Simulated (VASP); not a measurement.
## HgTe: single point with r2SCAN

The system is HgTe.

```
Hg Te
1.0
     0.00000    3.28761    3.28761
     3.28761    0.00000    3.28761
     3.28761    3.28761    0.00000
Hg Te
1 1
Cartesian
  0.0000 0.0000 0.0000
  1.6438 1.6438 1.6438
```

* Program: VASP 6.6.1
* Task: single point
* Functional: r2SCAN
* Potentials or basis: VASP PAW PBE potentials, release 64 (Hg, Te)
* Cutoff: 520 eV
* k mesh: 6 × 6 × 6
* Occupations: gaussian, width 0.1 eV
* Spin: no spin polarisation

```json
{
  "Pressure": "0.1 GPa",
  "Band gap on the k mesh": "zero (filled and empty bands touch)"
}
```

Levels at points of the mesh, in eV from the Fermi level:
| k point | band 6 | band 7 | band 8 | band 9 | band 10 | band 11 | band 12 | band 13 |
| --- | --- | --- | --- | --- | --- | --- | --- | --- |
| (0.00, 0.00, 0.00) | -6.87 | -0.58 | -0.03 | -0.03 | -0.03 | 4.63 | 4.63 | 4.63 |
| (0.50, 0.00, 0.00) | -6.58 | -5.34 | -0.95 | -0.95 | 0.91 | 5.40 | 5.40 | 7.11 |
| (0.50, 0.50, 0.00) | -6.44 | -5.33 | -2.17 | -2.17 | 2.06 | 2.83 | 8.48 | 9.20 |

Wall time 2.2 min on 1 thread of Intel Xeon 8259CL, on a shared host, peak memory 0.22 GiB.

Caveat: the PAW data sets were made with another functional, which shifts forces and pressure a little; spin-orbit coupling is left out, which moves the levels of the heavy elements.
